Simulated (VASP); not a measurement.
# Al (Fm-3m) in VASP: notebook

Aim: see how the results for Al move with the level of theory and the settings. Levels: RPBE, LDA, PBE exchange alone. Tasks: single point, relaxation of cell and atoms.

Everything below comes from runs of VASP 6.6.1. Logs are shortened: lines on timing, memory, paths and dates and some standing lists are left out, and cuts for length are marked.

**1. The cell of the first run**

The structure is cubic, space group Fm-3m (No. 225). The conventional cell has a = 4.050 Å, b = 4.050 Å, c = 4.050 Å, α = 90.00°, β = 90.00°, γ = 90.00°. Al (site symmetry m-3m) has 12 Al at 2.86 Å within 3.8 Å.

**2. Single point, RPBE**

The input, INCAR:

```
SYSTEM = Al
ALGO = Fast ; EDIFF = 1E-6
ENCUT = 520 ; GGA = RP
ISIF = 2 ; ISMEAR = -1
LASPH = .True. ; LCHARG = .False.
LREAL = .False. ; LWAVE = .False.
NBANDS = 8 ; NELM = 80
PREC = Accurate ; SIGMA = 0.05
```

The input, KPOINTS:

```
k-points
0
Gamma
  11 11 11
  0 0 0
```

The input, POSCAR:

```
Al
1.0
    0.0000000000      2.0248050000      2.0248050000
    2.0248050000      0.0000000000      2.0248050000
    2.0248050000      2.0248050000      0.0000000000
Al
1
Direct
    0.0000000000      0.0000000000      0.0000000000
```

Potentials or basis: VASP PAW PBE potentials, release 64 (Al).

Command:

```sh
$ cat potpaw_PBE.64/Al/POTCAR > POTCAR
$ mpirun -np 1 vasp_std > vasp.out
```

OUTCAR:

```text
SYSTEM = Al
   EDIFF = 1E-6
   ENCUT = 520
   GGA = RP
   ISIF = 2
   ISMEAR = -1
   LASPH = .True.
   LREAL = .False.
   NELM = 80
   PREC = Accurate

 ion  position               nearest neighbor table
   1  0.000  0.000  0.000-

  LATTYP: Found a face centered cubic cell.
 ALAT       =     4.0496100000

  Lattice vectors:

 A1 = (   0.0000000000,   2.0248050000,   2.0248050000)
 A2 = (   2.0248050000,   0.0000000000,   2.0248050000)
 A3 = (   2.0248050000,   2.0248050000,   0.0000000000)

Analysis of symmetry for initial positions (statically):
=====================================================================
 Subroutine PRICEL returns:
 Original cell was already a primitive cell.

 Routine SETGRP: Setting up the symmetry group for a
 face centered cubic supercell.

 Subroutine GETGRP returns: Found 48 space group operations
[... 9 lines left out ...]

 Routine SETGRP: Setting up the symmetry group for a
 face centered cubic supercell.

 Subroutine GETGRP returns: Found 48 space group operations
 (whereof 48 operations were pure point group operations)
 out of a pool of 48 trial point group operations.

The dynamic configuration has the point symmetry O_h .

 Subroutine INISYM returns: Found 48 space group operations
 (whereof 48 operations are pure point group operations),
 and found     1 'primitive' translations

----------------------------------------------------------------------------------------

                                     Primitive cell

  volume of cell :      16.6027

  direct lattice vectors                    reciprocal lattice vectors
     0.000000000  2.024805000  2.024805000    -0.246937359  0.246937359  0.246937359
     2.024805000  0.000000000  2.024805000     0.246937359 -0.246937359  0.246937359
     2.024805000  2.024805000  0.000000000     0.246937359  0.246937359 -0.246937359

  length of vectors
     2.863506692  2.863506692  2.863506692     0.427708053  0.427708053  0.427708053

  position of ions in fractional coordinates (direct lattice)
     0.000000000  0.000000000  0.000000000

  ion indices of the primitive-cell ions
   primitive index   ion index
                 1           1

----------------------------------------------------------------------------------------

 KPOINTS: k-points

Automatic generation of k-mesh.
 Grid dimensions read from file:
[... 60 lines left out ...]
   LNONCOLLINEAR =      F non collinear calculations
   LSORBIT =      F    spin-orbit coupling
   LASPH  =      T    aspherical Exc in radial PAW
   ENCUT  =  520.0 eV  38.22 Ry    6.18 a.u.   5.32  5.32  5.32*2*pi/ulx,y,z
   NELM   =     80;   NELMIN=  2; NELMDL= -5     # of ELM steps
   EDIFF  = 0.1E-05   stopping-criterion for ELM
   LREAL  =      F    real-space projection
   EDIFFG = 0.1E-04   stopping-criterion for IOM
   NSW    =      0    number of steps for IOM
   IBRION =     -1    ionic relax: 0-MD 1-quasi-New 2-CG
   NFREE  =      0    steps in history (QN), initial steepest desc. (CG)
   ISIF   =      2    stress and relaxation
   ISYM   =      2    0-nonsym 1-usesym 2-fastsym
   POTIM  = 0.5000    time-step for ionic-motion
   TEBEG  =    0.0;   TEEND  =   0.0 temperature during run
   PSTRESS=    0.0 pullay stress
   NELECT =       3.0000    total number of electrons
   NUPDOWN=      -1.0000    fix difference up-down
   EMIN   =  10.00;   EMAX   =-10.00  energy-range for DOS
   EFERMI =   0.00;   METHOD = LEGACY
   ISMEAR =    -1;   SIGMA  =   0.05  broadening in eV -4-tet -1-fermi 0-gaus
   EFERMI_NEDOS =   21; number of points for ismear=-14 and -15
   IALGO  =     68    algorithm
   IMIX   =      4    mixing-type and parameters
     AMIX     =   0.40;   BMIX     =  1.00
     AMIX_MAG =   1.60;   BMIX_MAG =  1.00
  volume/ion in A,a.u.               =      16.60       112.04
  Fermi-wavevector in a.u.,A,eV,Ry     =   0.925526  1.748991 11.654733  0.856599
  Thomas-Fermi vector in A             =   2.051390
   LORBIT       =      0    0 simple, 1 ext, 2 COOP (PROOUT), +10 PAW based schemes
   GGA     = RP    functional components
   LHFCALC =     F    Hartree Fock is set to
   AEXX    =    0.0000 exact exchange contribution
   IVDW    =     0    specifies the selected vdW correction
   LEPSILON=     F    determine dielectric tensor
   LRPA    =     F    only Hartree local field effects (RPA)
 non-spin polarized calculation
 RMM-DIIS sequential band-by-band and
  energy-cutoff  :      520.00
  volume of cell :       16.60
 maximum number of plane-waves:       459
 NGX is ok and might be reduce to    24
   NGX = 11   NGY = 11   NGZ = 11

 number of electron       3.0000000 magnetization

 Free energy of the ion-electron system (eV)
  ---------------------------------------------------
  ext. energy  EPLUGINS =         0.00000000
  ---------------------------------------------------
  free energy    TOTEN  =        -3.51723078 eV

  energy without entropy =       -3.51322675  energy(sigma->0) =       -3.51522876

 E-fermi :   8.0406     XC(G=0): -10.1181

 val. band max:        8.0274622585   @ k =  -0.4545   0.3636   0.0000
 cond. band min:       8.0636483034   @ k =   0.4545   0.1818   0.0909
 fundamental gap:      0.0361860449
 Fermi energy:         8.0406145159

 k-point     1 :       0.0000    0.0000    0.0000
  band No.  band energies     occupation
      1      -3.0649      2.00000
      2      20.5930      0.00000
      3      20.5930      0.00000
      4      20.5930      0.00000
      5      22.1672      0.00000
      6      22.1672      0.00000
      7      22.1672      0.00000
      8      24.3758      0.00000
[... 243 lines left out ...]
 k-point    24 :      -0.1818    0.1818    0.0000
  band No.  band energies     occupation
      1      -0.6963      2.00000
      2      11.8354      0.00000
      3      13.3104      0.00000
      4      19.8851      0.00000
      5      21.8882      0.00000
      6      22.9054      0.00000
      7      24.0929      0.00000
      8      25.0109      0.00000

 [... further k-points ...]
[... 5 lines left out ...]
  --------------------------------------------------------------------------------------
  -------------------------------------------------------------------------------------
  Total        0.0864586      0.0864586      0.0864586     -0.0000000      0.0000000     -0.0000000
  in kB        8.3433256      8.3433256      8.3433256     -0.0000000      0.0000000     -0.0000000
  external PRESSURE =       8.3433256 kB  Pullay stress =       0.0000000 kB

 VOLUME and BASIS-vectors are now :
 -----------------------------------------------------------------------------
  energy-cutoff  :      520.00
  volume of cell :       16.60
      direct lattice vectors                 reciprocal lattice vectors
     0.000000000  2.024805000  2.024805000    -0.246937359  0.246937359  0.246937359
     2.024805000  0.000000000  2.024805000     0.246937359 -0.246937359  0.246937359
     2.024805000  2.024805000  0.000000000     0.246937359  0.246937359 -0.246937359

 POSITION                                       TOTAL-FORCE (eV/Angst)
 -----------------------------------------------------------------------------------
      0.00000      0.00000      0.00000        -0.000000      0.000000     -0.000000
 -----------------------------------------------------------------------------------
    total drift:                                0.000000     -0.000000     -0.000000

  FREE ENERGIE OF THE ION-ELECTRON SYSTEM (eV)
  ---------------------------------------------------
  free  energy   TOTEN  =        -3.5172307798 eV

  energy  without entropy=       -3.5132267459  energy(sigma->0) =       -3.51522876
```

OSZICAR:

```text
N       E                     dE             d eps       ncg     rms          rms(c)
DAV:   1    -0.202850812272E+01   -0.20285E+01   -0.82559E+02   896   0.201E+02
DAV:   2    -0.353031732299E+01   -0.15018E+01   -0.14525E+01  1248   0.191E+01
DAV:   3    -0.353836246403E+01   -0.80451E-02   -0.80397E-02  1208   0.158E+00
DAV:   4    -0.353837937543E+01   -0.16911E-04   -0.16911E-04  1352   0.659E-02
DAV:   5    -0.353837942299E+01   -0.47555E-07   -0.46972E-07  1192   0.197E-03    0.183E+00
RMM:   6    -0.352655045212E+01    0.11829E-01   -0.98712E-04   896   0.210E-01    0.107E+00
RMM:   7    -0.351723043159E+01    0.93200E-02   -0.32963E-03  1001   0.361E-01    0.163E-01
RMM:   8    -0.351723205346E+01   -0.16219E-05   -0.13540E-04   998   0.814E-02    0.101E-02
RMM:   9    -0.351723151513E+01    0.53833E-06   -0.15501E-05  1022   0.234E-02    0.119E-02
RMM:  10    -0.351723077983E+01    0.73530E-06   -0.34661E-06  1039   0.116E-02
   1 F= -.35172308E+01 E0= -.35152288E+01  d E =-.400403E-02
```

It took 6.7 s on 1 thread of AMD EPYC 7R13 (Zen 3), shared host; peak memory 0.1 GiB.

What came out:

```yaml
Free_energy: -3.5172 eV
Pressure: 0.8 GPa
```

Caveat: the PAW data sets were made with another functional, which shifts forces and pressure a little.

**3. Single point, LDA**

This run uses another cell than the first one, of 15.84 Å³/atom, 0.954 times its volume.

The input, INCAR:

```
PREC = Accurate ; ENCUT = 520
EDIFF = 1E-6 ; ISMEAR = -1
SIGMA = 0.05 ; LREAL = F
LASPH = T ; NELM = 80
ALGO = Normal ; ISIF = 2
LWAVE = F ; LCHARG = F
GGA = CA ; NBANDS = 8
```

The input, KPOINTS:

```
regular mesh
0
Gamma
  11 11 11
```

The input, POSCAR:

```
Al
1.0
    0.0000000000      1.9932323904      1.9932323904
    1.9932323904      0.0000000000      1.9932323904
    1.9932323904      1.9932323904      0.0000000000
Al
1
Direct
    0.0000000000      0.0000000000      0.0000000000
```

Potentials or basis: VASP PAW LDA potentials, release 64 (Al).

Command:

```sh
$ cat potpaw_LDA.64/Al/POTCAR > POTCAR
$ mpirun -np 1 vasp_std > vasp.out
```

Wall time 5.8 s (1 thread of AMD EPYC 7R13 (Zen 3), shared host); peak memory 0.09 GiB.

Results (log left out):

* Free energy: -4.2013 eV
* Pressure: 0.0 GPa

Levels at points of the mesh, in eV from the Fermi level:
```csv
k point,band 1,band 2,band 3,band 4,band 5,band 6
"(0.00, 0.00, 0.00)",-11.39,12.79,12.79,12.79,14.43,14.43
```

**4. Relaxation of cell and atoms, LDA**

The input, INCAR:

```
PREC = Accurate
ENCUT = 600
EDIFF = 1E-7
ISMEAR = -1
SIGMA = 0.05
LREAL = False
LASPH = True
NELM = 80
ALGO = Normal
ISIF = 3
LWAVE = False
LCHARG = False
GGA = CA
IBRION = 2
NSW = 80
EDIFFG = -0.005
```

The input, KPOINTS:

```
Automatic mesh
0
Gamma
  11 11 11
```

The input, POSCAR:

```
Al
1.0
    0.0000000000      2.0248050000      2.0248050000
    2.0248050000      0.0000000000      2.0248050000
    2.0248050000      2.0248050000      0.0000000000
Al
1
Direct
    0.0000000000      0.0000000000      0.0000000000
```

Command:

```sh
$ cat potpaw_LDA.64/Al/POTCAR > POTCAR
$ mpirun -np 1 vasp_std > vasp.out
```

Wall time 7.8 s (1 thread of AMD EPYC 7R13 (Zen 3), shared host); peak memory 0.09 GiB.

Results (log left out):

```yaml
Free_energy: -4.2014 eV
Relaxed_volume: 15.84 Å³/atom
Relaxed_cell: a = 2.819 Å, b = 2.819 Å, c = 2.819 Å, α = 60.00°, β = 60.00°, γ = 60.00°
Space_group_after_relaxing_to_0.05_Å: Fm-3m (No. 225)
Energy_gained_by_relaxing: 8.9 meV/atom
Ionic_steps: 3
Pressure_after_relaxing: 0.0 GPa
```

The path:
| step | energy change (eV) | largest force (eV/Å) | pressure (GPa) | volume (Å³) |
| --- | --- | --- | --- | --- |
| 1 | 0.0000 | 0.0000 | -3.61 | 16.60 |
| 2 | -0.0087 | 0.0000 | 0.67 | 15.72 |
| 3 | -0.0089 | 0.0000 | 0.01 | 15.84 |

Final structure:
```xyz
1
Lattice="0.0000 1.9934 1.9934 1.9934 0.0000 1.9934 1.9934 1.9934 0.0000" Properties=species:S:1:pos:R:3 pbc="T T T"
Al    0.0000    0.0000    0.0000
```

Levels at points of the mesh, in eV from the Fermi level:
| k point | band 1 | band 2 | band 3 | band 4 |
| --- | --- | --- | --- | --- |
| (0.00, 0.00, 0.00) | -11.39 | 12.79 | 12.79 | 12.79 |

**5. Single point, PBE exchange alone**

This run uses another cell than the first one, of 15.61 Å³/atom, 0.940 times its volume.

The input, INCAR:

```
PREC     = Accurate       # precision mode
ENCUT    = 520            # plane-wave cutoff, eV
EDIFF    = 1E-6           # SCF threshold, eV
ISMEAR   = -1             # smearing method
SIGMA    = 0.05           # smearing width, eV
LREAL    = F              # projectors in reciprocal space
LASPH    = T              # aspherical terms in the spheres
NELM     = 100            # most SCF steps
ALGO     = Normal         # electronic algorithm
ISIF     = 2              # what is computed and relaxed
LWAVE    = F              # write WAVECAR
LCHARG   = F              # write CHGCAR
GGA      = PE             # functional
ALDAC    = 0.0          
AGGAC    = 0.0          
NBANDS   = 8              # bands
```

The input, KPOINTS:

```
regular mesh
0
Gamma
  11 11 11
```

The input, POSCAR:

```
Al
1.0
    0.0000000000      1.9834708509      1.9834708509
    1.9834708509      0.0000000000      1.9834708509
    1.9834708509      1.9834708509      0.0000000000
Al
1
Direct
    0.0000000000      0.0000000000      0.0000000000
```

Potentials or basis: VASP PAW PBE potentials, release 64 (Al).

Command:

```sh
$ cat potpaw_PBE.64/Al/POTCAR > POTCAR
$ mpirun -np 1 vasp_std > vasp.out
```

Wall time 3.2 s (1 thread of Intel Xeon 6975P-C, shared host); peak memory 0.13 GiB.

It converged, with:

| Quantity | Value |
| --- | --- |
| Free energy | -1.8576 eV |
| Pressure | 15.2 GPa |

Levels at points of the mesh, in eV from the Fermi level:
```csv
k point,band 1,band 2,band 3,band 4,band 5
"(0.00, 0.00, 0.00)",-11.53,12.89,12.89,12.89,14.78
```

**6. Overview**

```tsv
task	level	potentials or basis	cell	cutoff (eV)	gap on the mesh (eV)	pressure (GPa)
single point	RPBE	VASP PAW PBE potentials, release 64 (Al)	a = 2.864 Å, angles 60.0°, 1 atom	520	none	0.8
single point	LDA	VASP PAW LDA potentials, release 64 (Al)	a = 2.819 Å, angles 60.0°, 1 atom	520	none	0.0
relaxation of cell and atoms	LDA	VASP PAW LDA potentials, release 64 (Al)	relaxed from a = 2.864 Å, angles 60.0°, 1 atom	600	none	0.0
single point	PBE exchange alone	VASP PAW PBE potentials, release 64 (Al)	a = 2.805 Å, angles 60.0°, 1 atom	520	none	15.2
```

Alike in all rows: no spin polarisation; k mesh 11 × 11 × 11; smearing fermi-dirac 0.05 eV.

Caveats: the PAW data sets were made with another functional, which shifts forces and pressure a little (some runs).

Absolute energies hang on the potentials; compare differences alone.

**7. How close it comes**

Step 4. The cell as given is a measured one (16.60 Å³/atom); LDA puts the equilibrium volume -4.6 % from it, thermal expansion not counted.
